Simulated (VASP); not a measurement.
Set up this calculation in VASP 6.6.1, as the native input.

* Task: single point
* Functional: PBE
* Potentials or basis: VASP PAW PBE potentials, release 64 (Cd, S)
* Cutoff: 520 eV
* k mesh: 12 × 12 × 4
* Occupations: gaussian, width 0.1 eV
* Spin: no spin polarisation
* Dipole correction: no
* Further INCAR settings: ALGO = Normal; EDIFF = 1e-06; NBANDS = 39

The structure of Cd2S lies in POSCAR:

```
Cd2S
1.0
    4.1768720259      0.0000000000      0.0000000000
   -2.0884360130      3.6172772828      0.0000000000
    0.0000000000      0.0000000000     10.7008429136
Cd S
4 2
Direct
    0.0000000000      0.0000000000      0.6684274104
    0.0000000000      0.0000000000      0.1414455666
    0.6666666667      0.3333333333      0.3297252095
    0.3333333333      0.6666666667      0.9923791396
    0.3333333333      0.6666666667      0.7507672019
    0.0000000000      0.0000000000      0.4262554720
```

The input as run:

INCAR

```
PREC = Accurate
ENCUT = 520
EDIFF = 1E-6
ISMEAR = 0
SIGMA = 0.1
LREAL = False
LASPH = True
NELM = 80
ALGO = Normal
ISIF = 2
LWAVE = False
LCHARG = True
GGA = PE
LELF = True
LVHAR = True
NBANDS = 39
```

KPOINTS

```
regular mesh
0
Gamma
  12 12 4
```

Potentials or basis: VASP PAW PBE potentials, release 64 (Cd, S).

Launch:

```bash
$ cat potpaw_PBE.64/Cd/POTCAR potpaw_PBE.64/S/POTCAR > POTCAR
$ mpirun -np 1 vasp_std > vasp.out
```

It gave:

```json
{
  "Pressure": "0.2 GPa",
  "Largest force": "0.018 eV/Å",
  "Band gap on the k mesh": "zero (bands 30 and 31 overlap by 1.07 eV)"
}
```

It took 10 min on 1 thread of Intel Xeon 8259CL, on a shared host, peak memory 0.48 GiB.
